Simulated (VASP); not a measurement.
A run of VASP 6.6.1 is set up as follows.

The input INCAR:

```
SYSTEM = Sc2SbAs
  PREC = Accurate
  ENCUT = 520
  EDIFF = 1E-7
  ISMEAR = 0
  SIGMA = 0.1
  LREAL = .FALSE.
  LASPH = .TRUE.
  NELM = 100
  ALGO = Normal
  ISIF = 2
  LWAVE = .FALSE.
  LCHARG = .FALSE.
  GGA = PE
  NBANDS = 24
```

Contents of KPOINTS:

```
regular mesh
0
G
  12 12 8
  0 0 0
```

Contents of POSCAR:

```
Sc2SbAs
1.0
    4.8487981471      0.0000000000      0.0000000000
   -2.4243990735      4.1991823732      0.0000000000
    0.0000000000      0.0000000000      5.5701184445
Sc Sb As
2 1 1
Direct
    0.3333333333      0.6666666667      0.5000000000
    0.6666666667      0.3333333333      0.5000000000
    0.0000000000      0.0000000000      0.0000000000
    0.0000000000      0.0000000000      0.5000000000
```

Potentials or basis: VASP PAW PBE potentials, release 64 (Sc_sv, Sb, As).

The run is started by

```bash
$ cat potpaw_PBE.64/Sc_sv/POTCAR potpaw_PBE.64/Sb/POTCAR potpaw_PBE.64/As/POTCAR > POTCAR
$ mpirun -np 1 vasp_std > vasp.out
```

Estimate the pressure.

0.1 GPa.

Estimate the band gap on the k mesh.

zero (bands 16 and 17 overlap by 0.66 eV).

Stress tensor (GPa, compression positive):
```
0.15 0.00 0.00
0.00 0.15 0.00
0.00 0.00 0.02
```

Caveat: spin-orbit coupling is left out, which moves the levels of the heavy elements.
